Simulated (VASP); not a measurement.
# K3LaTe2O9 (P6_3/mmc) in VASP: single point with PBE

Aim: the single point of K3LaTe2O9 with PBE.

Program: VASP 6.6.1. These are calculated values, not measurements. Logs are shortened: lines on timing, memory, paths and dates and some standing lists are left out, and cuts for length are marked.

### 1 The cell of the first run

It takes space group P6_3/mmc (No. 194, hexagonal). The conventional cell has a = 6.059 Å, b = 6.059 Å, c = 15.024 Å, α = 90.00°, β = 90.00°, γ = 120.00°. Within 4.0 Å of K (site symmetry -6m2) lie 12 O at 3.01 to 3.04 Å and 2 La at 3.76 Å and 6 Te at 3.78 Å. K (site symmetry 3m) has 12 O at 2.89 to 3.50 Å and 3 Te at 3.56 Å within 3.8 Å. Within 3.1 Å of La (site symmetry -3m) lie 6 O at 2.33 Å. Te (site symmetry 3m) has 6 O at 1.88 to 2.05 Å within 2.5 Å. Within 2.7 Å of O (site symmetry mm2) lie 2 Te at 2.05 Å and 2 O at 2.55 Å. Within 2.5 Å of O (site symmetry m) lie 1 Te at 1.88 Å and 1 La at 2.33 Å.

### 2 Single point, PBE

File INCAR:

```
PREC = Accurate
ENCUT = 520
EDIFF = 1E-7
ISMEAR = -1
SIGMA = 0.02
LREAL = Auto
LASPH = True
NELM = 100
ALGO = Normal
ISIF = 2
LWAVE = False
LCHARG = True
GGA = PE
LELF = True
LVHAR = True
NBANDS = 125
LUSENCCL = False
```

File KPOINTS:

```
regular mesh
0
Gamma
  4 4 2
```

File POSCAR:

```
K3LaTe2O9
1.0
    6.0589000000      0.0000000000      0.0000000000
   -3.0294500000      5.2471613190      0.0000000000
    0.0000000000      0.0000000000     15.0240000000
K La Te O
6 2 4 18
Direct
    0.0000000000      0.0000000000      0.7500000000
    0.0000000000      0.0000000000      0.2500000000
    0.3333333333      0.6666666667      0.6130356721
    0.6666666667      0.3333333333      0.1130356721
    0.3333333333      0.6666666667      0.8869643279
    0.6666666667      0.3333333333      0.3869643279
    0.0000000000      0.0000000000      0.5000000000
    0.0000000000      0.0000000000      0.0000000000
    0.6666666667      0.3333333333      0.6555164951
    0.3333333333      0.6666666667      0.1555164951
    0.6666666667      0.3333333333      0.8444835049
    0.3333333333      0.6666666667      0.3444835049
    0.9477387475      0.4738693737      0.7500000000
    0.4738693737      0.9477387475      0.2500000000
    0.5261306263      0.4738693737      0.7500000000
    0.0522612525      0.5261306263      0.2500000000
    0.5261306263      0.0522612525      0.7500000000
    0.4738693737      0.5261306263      0.2500000000
    0.3564425446      0.1782212723      0.5930341278
    0.1782212723      0.3564425446      0.0930341278
    0.8217787277      0.1782212723      0.5930341278
    0.6435574554      0.8217787277      0.0930341278
    0.8217787277      0.6435574554      0.5930341278
    0.1782212723      0.8217787277      0.0930341278
    0.8217787277      0.6435574554      0.9069658722
    0.6435574554      0.8217787277      0.4069658722
    0.8217787277      0.1782212723      0.9069658722
    0.1782212723      0.3564425446      0.4069658722
    0.3564425446      0.1782212723      0.9069658722
    0.1782212723      0.8217787277      0.4069658722
```

Potentials or basis: VASP PAW PBE potentials, release 64 (K_sv, La, Te, O).

On the command line:

```sh
$ cat potpaw_PBE.64/K_sv/POTCAR potpaw_PBE.64/La/POTCAR potpaw_PBE.64/Te/POTCAR potpaw_PBE.64/O/POTCAR > POTCAR
$ mpirun -np 1 vasp_std > vasp.out
```

OUTCAR:

```text
PREC = Accurate
   ENCUT = 520
   EDIFF = 1E-7
   ISMEAR = -1
   LREAL = Auto
   LASPH = True
   NELM = 100
   ISIF = 2
   GGA = PE

 ion  position               nearest neighbor table
   1  0.000  0.000  0.750-
   2  0.000  0.000  0.250-
   3  0.333  0.667  0.613-  13 2.89  17 2.89  15 2.89   9 3.56   9 3.56   9 3.56
   4  0.667  0.333  0.113-  16 2.89  14 2.89  18 2.89  10 3.56  10 3.56  10 3.56
   5  0.333  0.667  0.887-  13 2.89  17 2.89  15 2.89  11 3.56  11 3.56  11 3.56
   6  0.667  0.333  0.387-  16 2.89  14 2.89  18 2.89  12 3.56  12 3.56  12 3.56
   7  0.000  0.000  0.500-  19 2.33  21 2.33  26 2.33  30 2.33  28 2.33  23 2.33
   8  0.000  0.000  0.000-  22 2.33  24 2.33  27 2.33  29 2.33  20 2.33  25 2.33
   9  0.667  0.333  0.656-  21 1.88  19 1.88  23 1.88  13 2.05  15 2.05  17 2.05  11 2.84   3 3.56
                             3 3.56   3 3.56
  10  0.333  0.667  0.156-  24 1.88  22 1.88  20 1.88  16 2.05  18 2.05  14 2.05  12 2.84   4 3.56
                             4 3.56   4 3.56
  11  0.667  0.333  0.844-  27 1.88  29 1.88  25 1.88  13 2.05  15 2.05  17 2.05   9 2.84   5 3.56
                             5 3.56   5 3.56
  12  0.333  0.667  0.344-  30 1.88  26 1.88  28 1.88  16 2.05  18 2.05  14 2.05  10 2.84   6 3.56
                             6 3.56   6 3.56
  13  0.948  0.474  0.750-   9 2.05  11 2.05   3 2.89   5 2.89
  14  0.474  0.948  0.250-  10 2.05  12 2.05   4 2.89   6 2.89
  15  0.526  0.474  0.750-   9 2.05  11 2.05   3 2.89   5 2.89
  16  0.052  0.526  0.250-  10 2.05  12 2.05   4 2.89   6 2.89
  17  0.526  0.052  0.750-   9 2.05  11 2.05   3 2.89   5 2.89
  18  0.474  0.526  0.250-  10 2.05  12 2.05   4 2.89   6 2.89
  19  0.356  0.178  0.593-   9 1.88   7 2.33
  20  0.178  0.356  0.093-  10 1.88   8 2.33
  21  0.822  0.178  0.593-   9 1.88   7 2.33
  22  0.644  0.822  0.093-  10 1.88   8 2.33
  23  0.822  0.644  0.593-   9 1.88   7 2.33
  24  0.178  0.822  0.093-  10 1.88   8 2.33
  25  0.822  0.644  0.907-  11 1.88   8 2.33
  26  0.644  0.822  0.407-  12 1.88   7 2.33
  27  0.822  0.178  0.907-  11 1.88   8 2.33
  28  0.178  0.356  0.407-  12 1.88   7 2.33
  29  0.356  0.178  0.907-  11 1.88   8 2.33
  30  0.178  0.822  0.407-  12 1.88   7 2.33

  LATTYP: Found a hexagonal cell.
 ALAT       =     6.0589000000
 C/A-ratio  =     2.4796580237

  Lattice vectors:

 A1 = (   6.0589000000,   0.0000000000,   0.0000000000)
 A2 = (  -3.0294500000,   5.2471613190,   0.0000000000)
 A3 = (   0.0000000000,   0.0000000000,  15.0240000000)

Analysis of symmetry for initial positions (statically):
=====================================================================
 Subroutine PRICEL returns:
 Original cell was already a primitive cell.

[... 170 lines left out ...]
   POTIM  = 0.5000    time-step for ionic-motion
   TEBEG  =    0.0;   TEEND  =   0.0 temperature during run
   PSTRESS=    0.0 pullay stress
   NELECT =     208.0000    total number of electrons
   NUPDOWN=      -1.0000    fix difference up-down
   EMIN   =  10.00;   EMAX   =-10.00  energy-range for DOS
   EFERMI =   0.00;   METHOD = LEGACY
   ISMEAR =    -1;   SIGMA  =   0.02  broadening in eV -4-tet -1-fermi 0-gaus
   EFERMI_NEDOS =   21; number of points for ismear=-14 and -15
   IALGO  =     38    algorithm
   IMIX   =      4    mixing-type and parameters
     AMIX     =   0.40;   BMIX     =  1.00
     AMIX_MAG =   1.60;   BMIX_MAG =  1.00
  volume/ion in A,a.u.               =      15.92       107.44
  Fermi-wavevector in a.u.,A,eV,Ry     =   1.240875  2.344914 20.949851  1.539771
  Thomas-Fermi vector in A             =   2.375297
   LORBIT       =      0    0 simple, 1 ext, 2 COOP (PROOUT), +10 PAW based schemes
   GGA     = PE    functional components
   LHFCALC =     F    Hartree Fock is set to
   AEXX    =    0.0000 exact exchange contribution
   IVDW    =     0    specifies the selected vdW correction
   LEPSILON=     F    determine dielectric tensor
   LRPA    =     F    only Hartree local field effects (RPA)
 non-spin polarized calculation
  energy-cutoff  :      520.00
  volume of cell :      477.64
 maximum number of plane-waves:     12908
 NGX is ok and might be reduce to    48
   NGX = 23   NGY = 23   NGZ = 55

 number of electron     207.9999982 magnetization

 Free energy of the ion-electron system (eV)
  ---------------------------------------------------
  ext. energy  EPLUGINS =         0.00000000
  ---------------------------------------------------
  free energy    TOTEN  =      -171.21408979 eV

  energy without entropy =     -171.21408979  energy(sigma->0) =     -171.21408979

 E-fermi :   2.9202     XC(G=0):  -9.5493

 val. band max:        2.4671463416   @ k =   0.0000   0.0000   0.0000
 cond. band min:       5.3357494087   @ k =   0.0000   0.0000   0.0000
 fundamental gap:      2.8686030671
 Fermi energy:         2.9202213194

 k-point     1 :       0.0000    0.0000    0.0000
  band No.  band energies     occupation
      1     -27.0727      2.00000
      2     -27.0725      2.00000
      3     -25.5865      2.00000
      4     -25.5857      2.00000
      5     -25.5814      2.00000
      6     -25.5806      2.00000
[... 941 lines left out ...]
    115       8.0726      0.00000
    116       8.0726      0.00000
 [bands above 116 left out]

------------------------ aborting loop because EDIFF is reached ----------------------------------------

  FORCE on cell =-STRESS in cart. coord.  units (eV):
  Direction    XX          YY          ZZ          XY          YZ          ZX
  --------------------------------------------------------------------------------------
  -------------------------------------------------------------------------------------
  Total       10.7780971     10.7780971     11.6055250      0.0000000      0.0000000      0.0000000
  in kB       36.1533794     36.1533794     38.9288523      0.0000000      0.0000000      0.0000000
  external PRESSURE =      37.0785370 kB  Pullay stress =       0.0000000 kB

 VOLUME and BASIS-vectors are now :
 -----------------------------------------------------------------------------
  energy-cutoff  :      520.00
  volume of cell :      477.64
      direct lattice vectors                 reciprocal lattice vectors
     6.058900000  0.000000000  0.000000000     0.165046461  0.095289618 -0.000000000
    -3.029450000  5.247161319  0.000000000     0.000000000  0.190579237  0.000000000
     0.000000000  0.000000000 15.024000000     0.000000000 -0.000000000  0.066560170

 POSITION                                       TOTAL-FORCE (eV/Angst)
 -----------------------------------------------------------------------------------
      0.00000      0.00000     11.26800        -0.000000      0.000000     -0.000000
      0.00000      0.00000      3.75600        -0.000000      0.000000     -0.000000
     -0.00000      3.49811      9.21025        -0.000000      0.000000     -0.009000
      3.02945      1.74905      1.69825        -0.000000      0.000000     -0.009000
     -0.00000      3.49811     13.32575        -0.000000      0.000000      0.009000
      3.02945      1.74905      5.81375        -0.000000      0.000000      0.009000
[... 22 lines left out ...]
      1.61974      0.93516     13.62626        -0.052704     -0.030429      0.034069
     -1.40971      4.31201      6.11426        -0.052704      0.030429      0.034069
 -----------------------------------------------------------------------------------
    total drift:                                0.000000      0.000000     -0.000000

  FREE ENERGIE OF THE ION-ELECTRON SYSTEM (eV)
  ---------------------------------------------------
  free  energy   TOTEN  =      -171.2140897901 eV

  energy  without entropy=     -171.2140897901  energy(sigma->0) =     -171.21408979
```

OSZICAR:

```text
N       E                     dE             d eps       ncg     rms          rms(c)
DAV:   1     0.313514384679E+04    0.31351E+04   -0.86270E+04  2170   0.194E+03
DAV:   2     0.544921056182E+03   -0.25902E+04   -0.24051E+04  2344   0.565E+02
DAV:   3    -0.996888488493E+02   -0.64461E+03   -0.56494E+03  2561   0.242E+02
DAV:   4    -0.198964362781E+03   -0.99276E+02   -0.97200E+02  2856   0.918E+01
DAV:   5    -0.204334607264E+03   -0.53702E+01   -0.53172E+01  3600   0.270E+01    0.487E+01
DAV:   6    -0.170573583778E+03    0.33761E+02   -0.18646E+02  2672   0.338E+01    0.372E+01
DAV:   7    -0.171410670937E+03   -0.83709E+00   -0.18262E+01  3264   0.150E+01    0.100E+01
DAV:   8    -0.171254469054E+03    0.15620E+00   -0.14481E+00  3424   0.445E+00    0.424E+00
DAV:   9    -0.171205311233E+03    0.49158E-01   -0.24142E-01  3232   0.198E+00    0.183E+00
DAV:  10    -0.171211292218E+03   -0.59810E-02   -0.68611E-02  3016   0.960E-01    0.477E-01
DAV:  11    -0.171213369187E+03   -0.20770E-02   -0.14349E-02  3792   0.426E-01    0.243E-01
DAV:  12    -0.171213938086E+03   -0.56890E-03   -0.20436E-03  2976   0.165E-01    0.126E-01
DAV:  13    -0.171214074701E+03   -0.13661E-03   -0.13817E-03  3256   0.119E-01    0.409E-02
DAV:  14    -0.171214084757E+03   -0.10057E-04   -0.18733E-04  3184   0.490E-02    0.236E-02
DAV:  15    -0.171214087685E+03   -0.29279E-05   -0.40645E-05  3160   0.216E-02    0.526E-03
DAV:  16    -0.171214089703E+03   -0.20179E-05   -0.52689E-06  3264   0.759E-03    0.355E-03
DAV:  17    -0.171214089790E+03   -0.86856E-07   -0.51786E-07  2416   0.285E-03
   1 F= -.17121409E+03 E0= -.17121409E+03  d E =-.585150E-11
```

Wall time 2.5 min (1 × NVIDIA H100 80GB with 1 thread of AMD EPYC 7R13 (Zen 3), shared host); peak memory 1.6 GiB.

What came out:

```
Free energy            : -171.2141 eV
Pressure               : 3.7 GPa
Largest force          : 0.094 eV/Å
Band gap on the k mesh : 2.87 eV, direct
```

Forces in eV/Å, atoms in the order of the input:
```
K    0.000  0.000  0.000
K    0.000  0.000  0.000
K    0.000  0.000 -0.009
K    0.000  0.000 -0.009
K    0.000  0.000  0.009
K    0.000  0.000  0.009
La   0.000  0.000  0.000
La   0.000  0.000  0.000
Te   0.000  0.000  0.094
Te   0.000  0.000  0.094
Te   0.000  0.000 -0.094
Te   0.000  0.000 -0.094
O   -0.037 -0.021  0.000
O    0.000 -0.042  0.000
O    0.037 -0.021  0.000
O    0.037  0.021  0.000
O    0.000  0.042  0.000
O   -0.037  0.021  0.000
O   -0.053 -0.030 -0.034
O    0.000 -0.061 -0.034
O    0.053 -0.030 -0.034
O    0.053  0.030 -0.034
O    0.000  0.061 -0.034
O   -0.053  0.030 -0.034
O    0.000  0.061  0.034
O    0.053  0.030  0.034
O    0.053 -0.030  0.034
O    0.000 -0.061  0.034
O   -0.053 -0.030  0.034
O   -0.053  0.030  0.034
```

Levels at points of the mesh, in eV from the valence-band top:
| k point | band 102 | band 103 | band 104 | band 105 | band 106 | band 107 |
| --- | --- | --- | --- | --- | --- | --- |
| (0.00, 0.00, 0.00) | -0.40 | -0.09 | 0.00 | 2.87 | 3.48 | 3.71 |
| (0.50, 0.00, 0.00) | -0.50 | -0.22 | -0.18 | 3.05 | 3.45 | 3.67 |
| (0.00, 0.00, 0.50) | -0.40 | -0.04 | -0.04 | 3.13 | 3.13 | 3.86 |
| (0.50, 0.00, 0.50) | -0.52 | -0.20 | -0.20 | 3.21 | 3.21 | 3.83 |

Caveat: spin-orbit coupling is left out, which moves the levels of the heavy elements. A k mesh can miss the band edges.
